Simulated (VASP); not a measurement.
# NbSb (WC type) (P-6m2) in VASP: further runs, part 2 of 4

VASP 6.6.1. Earlier steps stand in the parts before.

## (3) Electric field gradients, PBE

This run uses another cell than the first one, of 21.35 Å³/atom, 1.031 times its volume.

File INCAR:

```
PREC = Accurate
ENCUT = 520
EDIFF = 1E-8
ISMEAR = -1
SIGMA = 0.05
LREAL = False
LASPH = True
NELM = 80
ALGO = Normal
ISIF = 2
LWAVE = False
LCHARG = False
GGA = PE
LEFG = True
NBANDS = 16
```

File KPOINTS:

```
regular mesh
0
Gamma
  11 11 10
```

File POSCAR:

```
NbSb
1.0
    3.5955245195      0.0000000000      0.0000000000
   -1.7977622598      3.1138155738      0.0000000000
    0.0000000000      0.0000000000      3.8131774456
Nb Sb
1 1
Direct
    0.0000000000      0.0000000000      0.0000000000
    0.3333333333      0.6666666667      0.5000000000
```

Potentials or basis: VASP PAW PBE potentials, release 64 (Nb_sv, Sb).

Command:

```sh
cat potpaw_PBE.64/Nb_sv/POTCAR potpaw_PBE.64/Sb/POTCAR > POTCAR
mpirun -np 1 vasp_std > vasp.out
```

OUTCAR:

```text
PREC = Accurate
   ENCUT = 520
   EDIFF = 1E-8
   ISMEAR = -1
   LREAL = False
   LASPH = True
   NELM = 80
   ISIF = 2
   GGA = PE

 ion  position               nearest neighbor table
   1  0.000  0.000  0.000-   2 2.82   2 2.82   2 2.82   2 2.82   2 2.82   2 2.82
   2  0.333  0.667  0.500-   1 2.82   1 2.82   1 2.82   1 2.82   1 2.82   1 2.82

  LATTYP: Found a hexagonal cell.
 ALAT       =     3.5955245195
 C/A-ratio  =     1.0605344018

  Lattice vectors:

 A1 = (   3.5955245195,   0.0000000000,   0.0000000000)
 A2 = (  -1.7977622598,   3.1138155738,   0.0000000000)
 A3 = (   0.0000000000,   0.0000000000,   3.8131774456)

Analysis of symmetry for initial positions (statically):
=====================================================================
 Subroutine PRICEL returns:
 Original cell was already a primitive cell.

 Routine SETGRP: Setting up the symmetry group for a
 hexagonal supercell.

 Subroutine GETGRP returns: Found 12 space group operations
 (whereof 12 operations were pure point group operations)
 out of a pool of 24 trial point group operations.

The static configuration has the point symmetry D_3h.

Analysis of symmetry for dynamics (positions and initial velocities):
=====================================================================
 Subroutine PRICEL returns:
 Original cell was already a primitive cell.

 Routine SETGRP: Setting up the symmetry group for a
 hexagonal supercell.

 Subroutine GETGRP returns: Found 12 space group operations
 (whereof 12 operations were pure point group operations)
 out of a pool of 24 trial point group operations.

The dynamic configuration has the point symmetry D_3h.

 Subroutine INISYM returns: Found 12 space group operations
 (whereof 12 operations are pure point group operations),
 and found     1 'primitive' translations

----------------------------------------------------------------------------------------

                                     Primitive cell

  volume of cell :      42.6916

  direct lattice vectors                    reciprocal lattice vectors
     3.595524520  0.000000000  0.000000000     0.278123538  0.160574699  0.000000000
    -1.797762260  3.113815574  0.000000000     0.000000000  0.321149399  0.000000000
     0.000000000  0.000000000  3.813177446     0.000000000  0.000000000  0.262248483

  length of vectors
     3.595524520  3.595524520  3.813177446     0.321149399  0.321149399  0.262248483

  position of ions in fractional coordinates (direct lattice)
     0.000000000  0.000000000  0.000000000
     0.333333333  0.666666667  0.500000000

  ion indices of the primitive-cell ions
   primitive index   ion index
                 1           1
                 2           2

----------------------------------------------------------------------------------------

 KPOINTS: regular mesh

Automatic generation of k-mesh.
 Grid dimensions read from file:
[... 65 lines left out ...]
   EDIFF  = 0.1E-07   stopping-criterion for ELM
   LREAL  =      F    real-space projection
   EDIFFG = 0.1E-06   stopping-criterion for IOM
   NSW    =      0    number of steps for IOM
   IBRION =     -1    ionic relax: 0-MD 1-quasi-New 2-CG
   NFREE  =      0    steps in history (QN), initial steepest desc. (CG)
   ISIF   =      2    stress and relaxation
   ISYM   =      2    0-nonsym 1-usesym 2-fastsym
   POTIM  = 0.5000    time-step for ionic-motion
   TEBEG  =    0.0;   TEEND  =   0.0 temperature during run
   PSTRESS=    0.0 pullay stress
   NELECT =      18.0000    total number of electrons
   NUPDOWN=      -1.0000    fix difference up-down
   EMIN   =  10.00;   EMAX   =-10.00  energy-range for DOS
   EFERMI =   0.00;   METHOD = LEGACY
   ISMEAR =    -1;   SIGMA  =   0.05  broadening in eV -4-tet -1-fermi 0-gaus
   EFERMI_NEDOS =   21; number of points for ismear=-14 and -15
   IALGO  =     38    algorithm
   IMIX   =      4    mixing-type and parameters
     AMIX     =   0.40;   BMIX     =  1.00
     AMIX_MAG =   1.60;   BMIX_MAG =  1.00
  volume/ion in A,a.u.               =      21.35       144.05
  Fermi-wavevector in a.u.,A,eV,Ry     =   1.227585  2.319799 20.503506  1.506965
  Thomas-Fermi vector in A             =   2.362543
   LORBIT       =      0    0 simple, 1 ext, 2 COOP (PROOUT), +10 PAW based schemes
   GGA     = PE    functional components
   LHFCALC =     F    Hartree Fock is set to
   AEXX    =    0.0000 exact exchange contribution
   IVDW    =     0    specifies the selected vdW correction
   LEPSILON=     F    determine dielectric tensor
   LRPA    =     F    only Hartree local field effects (RPA)
 non-spin polarized calculation
  energy-cutoff  :      520.00
  volume of cell :       42.69
 maximum number of plane-waves:      1178
 NGX is ok and might be reduce to    28
   NGX = 13   NGY = 13   NGZ = 15

 number of electron      17.9999999 magnetization

 Free energy of the ion-electron system (eV)
  ---------------------------------------------------
  ext. energy  EPLUGINS =         0.00000000
  ---------------------------------------------------
  free energy    TOTEN  =       -14.69361562 eV

  energy without entropy =      -14.68899745  energy(sigma->0) =      -14.69130654

 E-fermi :  10.2598     XC(G=0): -11.3812

 val. band max:       10.2011060988   @ k =   0.0909  -0.0000   0.4000
 cond. band min:      10.2707668230   @ k =   0.3636   0.1818   0.0000
 fundamental gap:      0.0696607242
 Fermi energy:        10.2598207758

 k-point     1 :       0.0000    0.0000    0.0000
  band No.  band energies     occupation
      1     -44.8638      2.00000
      2     -21.0141      2.00000
      3     -20.8330      2.00000
      4     -20.8330      2.00000
      5      -1.4939      2.00000
      6       7.9583      2.00000
[... 433 lines left out ...]
      3     -20.9076      2.00000
      4     -20.8539      2.00000
      5      -0.5520      2.00000
      6       7.0753      2.00000
[... 8 lines left out ...]
     15      18.5905      0.00000
     16      20.0067      0.00000

 [... further k-points ...]
[... 5 lines left out ...]
  --------------------------------------------------------------------------------------
  -------------------------------------------------------------------------------------
  Total       -0.0678932     -0.0678932     -0.0651483      0.0000000      0.0000000      0.0000000
  in kB       -2.5479732     -2.5479732     -2.4449599      0.0000000      0.0000000      0.0000000
  external PRESSURE =      -2.5136355 kB  Pullay stress =       0.0000000 kB

 VOLUME and BASIS-vectors are now :
 -----------------------------------------------------------------------------
  energy-cutoff  :      520.00
  volume of cell :       42.69
      direct lattice vectors                 reciprocal lattice vectors
     3.595524520  0.000000000  0.000000000     0.278123538  0.160574699  0.000000000
    -1.797762260  3.113815574  0.000000000     0.000000000  0.321149399  0.000000000
     0.000000000  0.000000000  3.813177446     0.000000000  0.000000000  0.262248483

 POSITION                                       TOTAL-FORCE (eV/Angst)
 -----------------------------------------------------------------------------------
      0.00000      0.00000      0.00000        -0.000000     -0.000000      0.000000
     -0.00000      2.07588      1.90659         0.000000      0.000000      0.000000
 -----------------------------------------------------------------------------------
    total drift:                                0.000000     -0.000000      0.000000

  FREE ENERGIE OF THE ION-ELECTRON SYSTEM (eV)
  ---------------------------------------------------
  free  energy   TOTEN  =       -14.6936156223 eV

  energy  without entropy=      -14.6889974496  energy(sigma->0) =      -14.69130654

 Electric field gradients (V/A^2)
---------------------------------------------------------------------
 ion       V_xx      V_yy      V_zz      V_xy      V_xz      V_yz
---------------------------------------------------------------------
   1      -3.841    -3.841     7.681    -0.000     0.000    -0.000
   2      36.495    36.495   -72.990    -0.000     0.000    -0.000
---------------------------------------------------------------------

 Electric field gradients after diagonalization (V/A^2)
 (convention: |V_zz| > |V_xx| > |V_yy|)
----------------------------------------------------------------------
 ion       V_xx      V_yy      V_zz     asymmetry (V_yy - V_xx)/ V_zz
----------------------------------------------------------------------
   1      -3.841    -3.840     7.681       0.000
   2      36.495    36.495   -72.990       0.000
----------------------------------------------------------------------

           NMR quadrupolar parameters

 Cq : quadrupolar parameter    Cq=e*Q*V_zz/h
 eta: asymmetry parameters     (V_yy - V_xx)/ V_zz
 Q  : nuclear electric quadrupole moment in mb (millibarn)
----------------------------------------------------------------------
 ion       Cq(MHz)       eta       Q (mb)
----------------------------------------------------------------------
   1       0.019       0.000       1.000
   2      -0.176       0.000       1.000
----------------------------------------------------------------------
```

stdout:

```text
POSCAR found type information on POSCAR NbSb
 POSCAR found :  2 types and       2 ions
 scaLAPACK will be used
 LDA part: xc-table for (Slater+PW92), standard interpolation
 POSCAR, INCAR and KPOINTS ok, starting setup
 FFT: planning ... GRIDC
 FFT: planning ... GRID_SOFT
 FFT: planning ... GRID
 WAVECAR not read
 entering main loop
ion   1

ion   2
```

It took 57 s on 1 thread of Intel Xeon Platinum 8375C at 2.90GHz (Ice Lake), shared host; peak memory 0.21 GiB.

What came out:

| Quantity | Value |
| --- | --- |
| Free energy | -14.6936 eV |
| Pressure | -0.3 GPa |
| Band gap on the k mesh | zero (band 9 reaches 10.36 eV, above the bottom of band 10 at 10.06 eV) |

Electric field gradients, principal values (V/Å²):
| atom | least | middle | greatest (by size) |
| --- | --- | --- | --- |
| 1 Nb | -3.840 | -3.841 | 7.681 |
| 2 Sb | 36.495 | 36.495 | -72.990 |

Caveat: without QUAD_EFG the Cq values of the log hold for a quadrupole moment of 1 mb, not for the nuclei; spin-orbit coupling is left out, which moves the levels of the heavy elements.

(Part 2 of 4 ends here.)
